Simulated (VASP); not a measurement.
# LiCl (R3m) in VASP: relaxation of cell and atoms with PBE

Aim: the relaxation of cell and atoms of LiCl with PBE.

Everything below comes from runs of VASP 6.6.1. Logs are shortened: lines on timing, memory, paths and dates and some standing lists are left out, and cuts for length are marked.

## (1) The cell of the first run

Symmetry: R3m, No. 160, trigonal system. The conventional cell has a = 10.783 Å, b = 10.783 Å, c = 3.705 Å, α = 90.00°, β = 90.00°, γ = 120.00°. Within 3.1 Å of Li (site symmetry m) lie 4 Cl at 2.35 to 2.48 Å. Cl (site symmetry m) has 4 Li at 2.35 to 2.48 Å within 3.1 Å.

The cell was built from a structure type or drawn by symmetry, and may not be a known phase.

## (2) Relaxation of cell and atoms, PBE

The input, INCAR:

```
PREC = Accurate
ENCUT = 600
EDIFF = 1E-6
ISMEAR = 0
SIGMA = 0.02
LREAL = False
LASPH = True
NELM = 100
ALGO = Normal
ISIF = 3
LWAVE = False
LCHARG = False
GGA = PE
IBRION = 2
NSW = 100
EDIFFG = -0.01
```

The input, KPOINTS:

```
Automatic mesh
0
Gamma
  6 6 6
```

The input, POSCAR:

```
LiCl
1.0
    5.3916495094      3.1128702956      1.2348926980
   -5.3916495094      3.1128702956      1.2348926980
    0.0000000000     -6.2257405913      1.2348926980
Li Cl
3 3
Direct
    0.7990451475      0.1869221344      0.7990451475
    0.1869221344      0.7990451475      0.7990451475
    0.7990451475      0.7990451475      0.1869221344
    0.1927496356      0.1927496356      0.8294882994
    0.8294882994      0.1927496356      0.1927496356
    0.1927496356      0.8294882994      0.1927496356
```

Potentials or basis: VASP PAW PBE potentials, release 64 (Li_sv, Cl).

Started as:

```
> cat potpaw_PBE.64/Li_sv/POTCAR potpaw_PBE.64/Cl/POTCAR > POTCAR
> mpirun -np 1 vasp_std > vasp.out
```

OUTCAR:

```text
PREC = Accurate
   ENCUT = 600
   EDIFF = 1E-6
   ISMEAR = 0
   LREAL = False
   LASPH = True
   NELM = 100
   ISIF = 3
   GGA = PE
   IBRION = 2
   NSW = 100
   EDIFFG = -0.01

 ion  position               nearest neighbor table
   1  0.799  0.187  0.799-   6 2.35   4 2.40   5 2.40   6 2.48
   2  0.187  0.799  0.799-   5 2.35   4 2.40   6 2.40   5 2.48
   3  0.799  0.799  0.187-   4 2.35   5 2.40   6 2.40   4 2.48
   4  0.193  0.193  0.829-   3 2.35   2 2.40   1 2.40   3 2.48
   5  0.829  0.193  0.193-   2 2.35   3 2.40   1 2.40   2 2.48
   6  0.193  0.829  0.193-   1 2.35   3 2.40   2 2.40   1 2.48

  LATTYP: Found a trigonal (rhomboedric) cell.
 ALAT       =     6.3470312655
 COS(alpha) =    -0.4432182950

  Lattice vectors:

 A1 = (   5.3916495094,   3.1128702956,   1.2348926980)
 A2 = (  -5.3916495094,   3.1128702956,   1.2348926980)
 A3 = (   0.0000000000,  -6.2257405913,   1.2348926980)

Analysis of symmetry for initial positions (statically):
=====================================================================
 Subroutine PRICEL returns:
 Original cell was already a primitive cell.

 Routine SETGRP: Setting up the symmetry group for a
 trigonal (rhombohedral) supercell.

 Subroutine GETGRP returns: Found  6 space group operations
 (whereof  6 operations were pure point group operations)
 out of a pool of 12 trial point group operations.

The static configuration has the point symmetry C_3v.

Analysis of symmetry for dynamics (positions and initial velocities):
=====================================================================
 Subroutine PRICEL returns:
 Original cell was already a primitive cell.

 Routine SETGRP: Setting up the symmetry group for a
 trigonal (rhombohedral) supercell.

 Subroutine GETGRP returns: Found  6 space group operations
 (whereof  6 operations were pure point group operations)
 out of a pool of 12 trial point group operations.

The dynamic configuration has the point symmetry C_3v.

 Subroutine INISYM returns: Found  6 space group operations
 (whereof  6 operations are pure point group operations),
 and found     1 'primitive' translations

----------------------------------------------------------------------------------------

                                     Primitive cell

  volume of cell :     124.3550

  direct lattice vectors                    reciprocal lattice vectors
     5.391649509  3.112870296  1.234892698     0.092735998  0.053541154  0.269928986
    -5.391649509  3.112870296  1.234892698    -0.092735998  0.053541154  0.269928986
     0.000000000 -6.225740591  1.234892698     0.000000000 -0.107082307  0.269928986

  length of vectors
     6.347031265  6.347031265  6.347031266     0.290393316  0.290393316  0.290393316

  position of ions in fractional coordinates (direct lattice)
     0.799045148  0.186922134  0.799045148
     0.186922134  0.799045148  0.799045148
     0.799045148  0.799045148  0.186922134
     0.192749636  0.192749636  0.829488299
     0.829488299  0.192749636  0.192749636
     0.192749636  0.829488299  0.192749636

  ion indices of the primitive-cell ions
   primitive index   ion index
                 1           1
                 2           2
                 3           3
                 4           4
                 5           5
                 6           6

----------------------------------------------------------------------------------------

 KPOINTS: Automatic mesh

Automatic generation of k-mesh.
 Grid dimensions read from file:
 generate k-points for:    6    6    6

 Generating k-lattice:

  Cartesian coordinates                     Fractional coordinates (reciprocal lattice)
     0.015456000  0.008923526  0.044988164     0.166666667 -0.000000000 -0.000000000
    -0.015456000  0.008923526  0.044988164    -0.000000000  0.166666667 -0.000000000
     0.000000000 -0.017847051  0.044988164     0.000000000  0.000000000  0.166666667

  Length of vectors
     0.048398886  0.048398886  0.048398886

  Shift w.r.t. Gamma in fractional coordinates (k-lattice)
     0.000000000  0.000000000  0.000000000

 Subroutine IBZKPT returns following result:
 ===========================================

 Found     32 irreducible k-points:

 Following reciprocal coordinates:
            Coordinates               Weight
  0.000000  0.000000  0.000000      1.000000
  0.166667  0.000000  0.000000      6.000000
  0.333333  0.000000  0.000000      6.000000
  0.500000  0.000000 -0.000000      3.000000
  0.166667  0.166667  0.000000      6.000000
  0.333333  0.166667  0.000000     12.000000
[... 16 lines left out ...]
  0.500000  0.500000  0.166667      6.000000
 -0.333333  0.500000  0.166667     12.000000
 [... further k-points ...]
   k-points           NKPTS =     32   k-points in BZ     NKDIM =     32   number of bands    NBANDS=     19
   number of dos      NEDOS =    301   number of ions     NIONS =      6
   total plane-waves  NPLWV = 157464
   dimension x,y,z NGX =    54 NGY =   54 NGZ =   54
   dimension x,y,z NGXF=   108 NGYF=  108 NGZF=  108
   ions per type =               3   3
   NGX,Y,Z   is equivalent  to a cutoff of  14.14, 14.14, 14.14 a.u.
   NGXF,Y,Z  is equivalent  to a cutoff of  28.29, 28.29, 28.29 a.u.
 SYSTEM =  unknown system
   PREC   = accura    normal or accurate (medium, high low for compatibility)
   ISTART =      0    job   : 0-new  1-cont  2-samecut
   ICHARG =      2    charge: 1-file 2-atom 10-const
   ISPIN  =      1    spin polarized calculation?
   LNONCOLLINEAR =      F non collinear calculations
   LSORBIT =      F    spin-orbit coupling
   LASPH  =      T    aspherical Exc in radial PAW
   ENCUT  =  600.0 eV  44.10 Ry    6.64 a.u.  12.68 12.68 12.68*2*pi/ulx,y,z
   NELM   =    100;   NELMIN=  2; NELMDL= -5     # of ELM steps
   EDIFF  = 0.1E-05   stopping-criterion for ELM
   LREAL  =      F    real-space projection
   EDIFFG = -.1E-01   stopping-criterion for IOM
   NSW    =    100    number of steps for IOM
   IBRION =      2    ionic relax: 0-MD 1-quasi-New 2-CG
   NFREE  =      1    steps in history (QN), initial steepest desc. (CG)
   ISIF   =      3    stress and relaxation
   ISYM   =      2    0-nonsym 1-usesym 2-fastsym
   POTIM  = 0.5000    time-step for ionic-motion
   TEBEG  =    0.0;   TEEND  =   0.0 temperature during run
   PSTRESS=    0.0 pullay stress
   NELECT =      30.0000    total number of electrons
   NUPDOWN=      -1.0000    fix difference up-down
   EMIN   =  10.00;   EMAX   =-10.00  energy-range for DOS
   EFERMI =   0.00;   METHOD = LEGACY
   ISMEAR =     0;   SIGMA  =   0.02  broadening in eV -4-tet -1-fermi 0-gaus
   EFERMI_NEDOS =   21; number of points for ismear=-14 and -15
   IALGO  =     38    algorithm
   IMIX   =      4    mixing-type and parameters
     AMIX     =   0.40;   BMIX     =  1.00
     AMIX_MAG =   1.60;   BMIX_MAG =  1.00
  volume/ion in A,a.u.               =      20.73       139.86
  Fermi-wavevector in a.u.,A,eV,Ry     =   1.019125  1.925867 14.131230  1.038616
  Thomas-Fermi vector in A             =   2.152621
   LORBIT       =      0    0 simple, 1 ext, 2 COOP (PROOUT), +10 PAW based schemes
   GGA     = PE    functional components
   LHFCALC =     F    Hartree Fock is set to
   AEXX    =    0.0000 exact exchange contribution
   IVDW    =     0    specifies the selected vdW correction
   LEPSILON=     F    determine dielectric tensor
   LRPA    =     F    only Hartree local field effects (RPA)
 conjugate gradient relaxation of ions
 non-spin polarized calculation
 Gauss-broadening in eV      SIGMA  =   0.02
  energy-cutoff  :      600.00
  volume of cell :      124.35
 maximum number of plane-waves:      4174
 NGX is ok and might be reduce to    54
   NGX = 25   NGY = 25   NGZ = 25

 number of electron      30.0000010 magnetization

 Free energy of the ion-electron system (eV)
  ---------------------------------------------------
  ext. energy  EPLUGINS =         0.00000000
  ---------------------------------------------------
  free energy    TOTEN  =       -22.05397878 eV

  energy without entropy =      -22.05397878  energy(sigma->0) =      -22.05397878

 E-fermi :  -0.9018     XC(G=0):  -7.6641

 val. band max:       -1.0397654189   @ k =   0.0000   0.0000   0.0000
 cond. band min:       4.7093960287   @ k =   0.0000   0.0000   0.0000
 fundamental gap:      5.7491614476
 Fermi energy:        -0.9017838935

 k-point     1 :       0.0000    0.0000    0.0000
  band No.  band energies     occupation
      1     -44.2131      2.00000
      2     -44.2109      2.00000
      3     -44.2109      2.00000
      4     -13.8952      2.00000
      5     -13.5098      2.00000
      6     -13.5098      2.00000
[... 11 lines left out ...]
     18       7.7421      0.00000
     19       8.1286      0.00000

 k-point     2 :       0.1667    0.0000    0.0000
  band No.  band energies     occupation
      1     -44.2128      2.00000
      2     -44.2109      2.00000
      3     -44.2108      2.00000
      4     -13.8308      2.00000
      5     -13.4896      2.00000
      6     -13.4794      2.00000
[... 11 lines left out ...]
     18       8.0889      0.00000
     19       8.2054      0.00000

 k-point     3 :       0.3333    0.0000    0.0000
  band No.  band energies     occupation
      1     -44.2120      2.00000
      2     -44.2108      2.00000
      3     -44.2105      2.00000
      4     -13.6827      2.00000
      5     -13.4630      2.00000
      6     -13.4173      2.00000
[... 11 lines left out ...]
     18       7.3723      0.00000
     19       7.7077      0.00000

 k-point     4 :       0.5000    0.0000   -0.0000
  band No.  band energies     occupation
      1     -44.2115      2.00000
      2     -44.2109      2.00000
      3     -44.2104      2.00000
      4     -13.5823      2.00000
      5     -13.4730      2.00000
      6     -13.3854      2.00000
[... 11 lines left out ...]
     18       6.9717      0.00000
     19       7.2579      0.00000

 k-point     5 :       0.1667    0.1667    0.0000
  band No.  band energies     occupation
      1     -44.2121      2.00000
      2     -44.2107      2.00000
      3     -44.2105      2.00000
      4     -13.7026      2.00000
      5     -13.4442      2.00000
      6     -13.4139      2.00000
[... 11 lines left out ...]
     18       7.5973      0.00000
     19       7.6180      0.00000
[... 334 lines left out ...]
      2     -44.2114      2.00000
      3     -44.2108      2.00000
      4     -13.7443      2.00000
      5     -13.5708      2.00000
      6     -13.4957      2.00000
[... 11 lines left out ...]
     18       7.1438      0.00000
     19       7.8348      0.00000

 k-point    22 :      -0.1667    0.3333    0.1667
  band No.  band energies     occupation
      1     -44.2120      2.00000
      2     -44.2110      2.00000
      3     -44.2104      2.00000
      4     -13.6665      2.00000
      5     -13.4873      2.00000
      6     -13.4106      2.00000
[... 11 lines left out ...]
     18       7.3240      0.00000
     19       7.7703      0.00000

 k-point    23 :       0.5000    0.5000    0.1667
  band No.  band energies     occupation
      1     -44.2121      2.00000
      2     -44.2116      2.00000
      3     -44.2108      2.00000
      4     -13.6830      2.00000
      5     -13.6260      2.00000
      6     -13.5055      2.00000
[... 11 lines left out ...]
     18       6.7140      0.00000
     19       7.8042      0.00000

 k-point    24 :      -0.3333    0.5000    0.1667
  band No.  band energies     occupation
      1     -44.2116      2.00000
      2     -44.2113      2.00000
      3     -44.2104      2.00000
      4     -13.6077      2.00000
      5     -13.5416      2.00000
      6     -13.4189      2.00000
[... 11 lines left out ...]
     18       7.1782      0.00000
     19       7.6917      0.00000

 [... further k-points ...]

------------------------ aborting loop because EDIFF is reached ----------------------------------------

  FORCE on cell =-STRESS in cart. coord.  units (eV):
  Direction    XX          YY          ZZ          XY          YZ          ZX
  --------------------------------------------------------------------------------------
  -------------------------------------------------------------------------------------
  Total        0.0386770      0.0386770      0.0194731      0.0000000     -0.0000000      0.0000000
  in kB        0.4983103      0.4983103      0.2508901      0.0000000     -0.0000000      0.0000000
  external PRESSURE =       0.4158369 kB  Pullay stress =       0.0000000 kB

 VOLUME and BASIS-vectors are now :
 -----------------------------------------------------------------------------
  energy-cutoff  :      600.00
  volume of cell :      124.35
      direct lattice vectors                 reciprocal lattice vectors
     5.391649509  3.112870296  1.234892698     0.092735998  0.053541154  0.269928986
    -5.391649509  3.112870296  1.234892698    -0.092735998  0.053541154  0.269928986
     0.000000000 -6.225740591  1.234892698     0.000000000 -0.107082307  0.269928986

 POSITION                                       TOTAL-FORCE (eV/Angst)
 -----------------------------------------------------------------------------------
      3.30035     -1.90546      2.20430         0.003763     -0.002173     -0.007313
     -3.30035     -1.90546      2.20430        -0.003763     -0.002173     -0.007313
      0.00000      3.81092      2.20430         0.000000      0.004346     -0.007313
      0.00000     -3.96417      1.50038         0.000000     -0.000184      0.007313
      3.43307      1.98208      1.50038         0.000160      0.000092      0.007313
     -3.43307      1.98208      1.50038        -0.000160      0.000092      0.007313
 -----------------------------------------------------------------------------------
    total drift:                                0.000000     -0.000001     -0.000323

  FREE ENERGIE OF THE ION-ELECTRON SYSTEM (eV)
  ---------------------------------------------------
  free  energy   TOTEN  =       -22.0539787811 eV

  energy  without entropy=      -22.0539787811  energy(sigma->0) =      -22.05397878

 reached required accuracy - stopping structural energy minimisation
```

It took 3 min on 1 thread of Intel Xeon Platinum 8259CL at 2.50GHz (Skylake/Cascade Lake), shared host; peak memory 0.4 GiB.

What came out:

```yaml
Free_energy: -22.0540 eV
Pressure_after_relaxing: 0.0 GPa
Largest_force_after_relaxing: 0.009 eV/Å
Band_gap_on_the_k_mesh: 5.75 eV
```

Forces on the atoms (eV/Å):
```
Li   0.004 -0.002 -0.007
Li  -0.004 -0.002 -0.007
Li   0.000  0.004 -0.007
Cl   0.000  0.000  0.007
Cl   0.000  0.000  0.007
Cl   0.000  0.000  0.007
```

Final structure:
```yaml
crystal:
  lattice:
    - [5.39165, 3.11287, 1.23489]
    - [-5.39165, 3.11287, 1.23489]
    - [0.00000, -6.22574, 1.23489]
  atoms:
    - { symbol: Li, position: [0.79905, 0.18692, 0.79905] }
    - { symbol: Li, position: [0.18692, 0.79905, 0.79905] }
    - { symbol: Li, position: [0.79905, 0.79905, 0.18692] }
    - { symbol: Cl, position: [0.19275, 0.19275, 0.82949] }
    - { symbol: Cl, position: [0.82949, 0.19275, 0.19275] }
    - { symbol: Cl, position: [0.19275, 0.82949, 0.19275] }
```

Caveat: the cutoff is under 1.25 times the usual one of these potentials, so pressure, stress and relaxed cells hold a basis-set (Pulay) error; the relaxation stopped at its first step, so nothing moved.
